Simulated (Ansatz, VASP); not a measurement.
# One calculation of SiO2, two programs

```
Si O
1.0
     5.10542    0.00000    0.00000
    -2.55271    4.42142    0.00000
     0.00000    0.00000    5.58492
Si O
3 6
Direct
  0.00000 0.50000 0.33333
  0.50000 0.50000 0.66667
  0.50000 0.00000 0.00000
  0.58397 0.79198 0.83333
  0.79198 0.58397 0.50000
  0.79198 0.20802 0.16667
  0.41603 0.20802 0.83333
  0.20802 0.41603 0.50000
  0.20802 0.79198 0.16667
```

Alike in both runs: functional PBE; k mesh 3 × 3 × 4; occupations gaussian, width 0.02 eV; no spin polarisation.

Ansatz relaxed the structure, and its values are those at the end. VASP's run is a single point on that final structure, the one shown.

```csv
,VASP,Ansatz
version,VASP 6.6.1,Ansatz 0.2.0
potentials or method,"VASP PAW PBE potentials, release 64 (Si, O), cutoff 520 eV","scalar-relativistic, plane waves, PAW"
valence electrons in the cell,48,48
```

|  | VASP | Ansatz | Ansatz less VASP |
| --- | --- | --- | --- |
| gap on the k mesh at the Fermi level (eV) | 5.55 | 5.55 | +0.001 |
| least direct gap on the mesh (eV) | 5.73 | 5.73 | -0.001 |
| pressure (GPa) | 0.1 | 0.0 | -0.08 |
| rms of the force components (eV/Å) | 0.006 | 0.000 | -0.0058 |

The k mesh is coarse, so the values compare programs but aren't converged.
